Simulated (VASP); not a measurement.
# Si2C (P6/mmm) in VASP: notebook, part 3 of 3

VASP 6.6.1. The steps go on from the part before.

**5. Single point, PBE, collinear spin, ferromagnetic start**

INCAR

```
SYSTEM = Si2C
PREC = Accurate
ENCUT = 520
EDIFF = 1E-6
ISMEAR = 0
SIGMA = 0.1
LREAL = .FALSE.
LASPH = .TRUE.
NELM = 150
ALGO = Normal
ISIF = 2
LWAVE = .FALSE.
LCHARG = .TRUE.
ISPIN = 2
MAGMOM = 0 0 1
LORBIT = 11
GGA = PE
LELF = .TRUE.
LVHAR = .TRUE.
NBANDS = 17
```

KPOINTS

```
Automatic mesh
0
G
  6 6 4
  0 0 0
```

POSCAR

```
Si2C
1.0
    2.5937633950      0.0000000000      0.0000000000
   -1.2968816975      2.2462649914      0.0000000000
    0.0000000000      0.0000000000      6.2929877287
Si C
2 1
Direct
    0.0000000000      0.0000000000      0.2955698286
    0.0000000000      0.0000000000      0.7044301714
    0.0000000000      0.0000000000      0.0000000000
```

Potentials or basis: VASP PAW PBE potentials, release 64 (Si, C).

On the command line:

```sh
$ cat potpaw_PBE.64/Si/POTCAR potpaw_PBE.64/C/POTCAR > POTCAR
$ mpirun -np 1 vasp_std > vasp.out
```

OUTCAR:

```text
SYSTEM = Si2C
   PREC = Accurate
   ENCUT = 520
   EDIFF = 1E-6
   ISMEAR = 0
   LREAL = .FALSE.
   LASPH = .TRUE.
   NELM = 150
   ISIF = 2
   ISPIN = 2
   LORBIT = 11
   GGA = PE

 ion  position               nearest neighbor table
   1  0.000  0.000  0.296-   3 1.86   2 2.57
   2  0.000  0.000  0.704-   3 1.86   1 2.57
   3  0.000  0.000  0.000-   1 1.86   2 1.86

  LATTYP: Found a hexagonal cell.
 ALAT       =     2.5937633950
 C/A-ratio  =     2.4261996067

  Lattice vectors:

[... 1054 lines left out ...]

 VOLUME and BASIS-vectors are now :
 -----------------------------------------------------------------------------
  energy-cutoff  :      520.00
  volume of cell :       36.66
      direct lattice vectors                 reciprocal lattice vectors
     2.593763395  0.000000000  0.000000000     0.385540178  0.222591725  0.000000000
    -1.296881697  2.246264991  0.000000000     0.000000000  0.445183451  0.000000000
     0.000000000  0.000000000  6.292987729     0.000000000  0.000000000  0.158907032

 POSITION                                       TOTAL-FORCE (eV/Angst)
 -----------------------------------------------------------------------------------
      0.00000      0.00000      1.86002        -0.000000     -0.000000     -0.008367
      0.00000      0.00000      4.43297         0.000000      0.000000      0.008367
      0.00000      0.00000      0.00000         0.000000     -0.000000      0.000000
 -----------------------------------------------------------------------------------
    total drift:                                0.000000     -0.000000      0.000000

  FREE ENERGIE OF THE ION-ELECTRON SYSTEM (eV)
  ---------------------------------------------------
  free  energy   TOTEN  =       -16.5953377339 eV

  energy  without entropy=      -16.5931951991  energy(sigma->0) =      -16.59426647

 total charge

# of ion       s       p       d       tot
------------------------------------------
    1        0.763   0.853   0.000   1.615
    2        0.763   0.853   0.000   1.615
    3        0.948   1.317   0.000   2.265
--------------------------------------------------
tot          2.473   3.023   0.000   5.496

 magnetization (x)

# of ion       s       p       d       tot
------------------------------------------
    1        0.000   0.000   0.000   0.000
    2        0.000   0.000   0.000   0.000
    3       -0.000  -0.000   0.000  -0.000
--------------------------------------------------
tot          0.000  -0.000   0.000  -0.000
```

stdout:

```text
POSCAR found type information on POSCAR SiC
 POSCAR found :  2 types and       3 ions
 scaLAPACK will be used
 LDA part: xc-table for (Slater+PW92), standard interpolation
 POSCAR, INCAR and KPOINTS ok, starting setup
 FFT: planning ... GRIDC
 FFT: planning ... GRID_SOFT
 FFT: planning ... GRID
 WAVECAR not read
 entering main loop
```

It took 60 s on 1 thread of Intel Xeon 8259CL, shared host; peak memory 0.16 GiB.

What came out:

| Quantity | Value |
| --- | --- |
| Free energy | -16.5953 eV |
| Pressure | -0.1 GPa |
| Largest force | 0.008 eV/Å |
| Band gap on the k mesh | zero (filled and empty bands overlap) |
| Net moment | 0.00 μB per cell |
| Valence electrons inside the program's atomic spheres | Si 1.61; C 2.27 |

Forces on the atoms (eV/Å):
```
Si   0.000  0.000 -0.008
Si   0.000  0.000  0.008
C    0.000  0.000  0.000
```

Levels at points of the mesh, in eV from the Fermi level:
Spin up:
| k point | band 2 | band 3 | band 4 | band 5 | band 6 | band 7 | band 8 | band 9 | band 10 | band 11 |
| --- | --- | --- | --- | --- | --- | --- | --- | --- | --- | --- |
| (0.00, 0.00, 0.00) | -12.38 | -11.37 | -3.66 | -0.82 | 3.15 | 3.15 | 9.64 | 11.87 | 11.87 | 12.54 |
| (0.50, 0.00, 0.00) | -7.51 | -6.84 | -5.55 | -4.79 | -3.44 | 0.67 | 1.12 | 4.01 | 6.58 | 6.77 |
| (0.00, 0.00, 0.50) | -13.93 | -8.14 | -7.49 | 2.72 | 3.15 | 3.15 | 6.49 | 11.21 | 11.21 | 12.86 |
| (0.50, 0.00, 0.50) | -7.76 | -6.94 | -6.38 | -3.57 | -1.50 | -1.45 | 1.14 | 3.07 | 5.30 | 5.86 |
Spin down:
```tsv
k point	band 2	band 3	band 4	band 5	band 6	band 7	band 8	band 9	band 10	band 11
(0.00, 0.00, 0.00)	-12.38	-11.38	-3.66	-0.82	3.15	3.15	9.64	11.87	11.87	12.54
(0.50, 0.00, 0.00)	-7.51	-6.84	-5.55	-4.79	-3.44	0.67	1.11	4.01	6.58	6.77
(0.00, 0.00, 0.50)	-13.93	-8.14	-7.49	2.72	3.15	3.15	6.49	11.21	11.21	12.85
(0.50, 0.00, 0.50)	-7.76	-6.94	-6.38	-3.58	-1.50	-1.45	1.14	3.07	5.30	5.86
```

Caveat: the k points lie up to 0.47 Å⁻¹ apart.

**6. The runs side by side**

```csv
task,spin,cell,cutoff (eV),gap on the mesh (eV),pressure (GPa),largest force (eV/Å)
single point,off,"a = 2.594, b = 2.594, c = 6.293 Å, angles 90.0, 90.0, 120.0°, 3 atoms",520,none,-0.1,0.01
single point,off,"a = 2.607, b = 2.607, c = 7.343 Å, angles 90.0, 90.0, 120.0°, 3 atoms",520,none,-12.6,2.09
relaxation of cell and atoms,off,"relaxed from a = 2.607, b = 2.607, c = 7.343 Å, angles 90.0, 90.0, 120.0°, 3 atoms",600,none,-0.4,-
single point,"collinear, ferromagnetic start","a = 2.594, b = 2.594, c = 6.293 Å, angles 90.0, 90.0, 120.0°, 3 atoms",520,none,-0.1,0.01
```

Alike in all rows: level PBE; potentials or basis VASP PAW PBE potentials, release 64 (Si, C); k mesh 6 × 6 × 4; smearing gaussian 0.1 eV.

Caveats: all runs use coarse meshes; forces of over 1 eV/Å act on the atoms, so gaps and moduli don't describe the material at rest (some runs).

Total energies depend on the potentials used, so only differences within one code and one set of settings carry meaning.
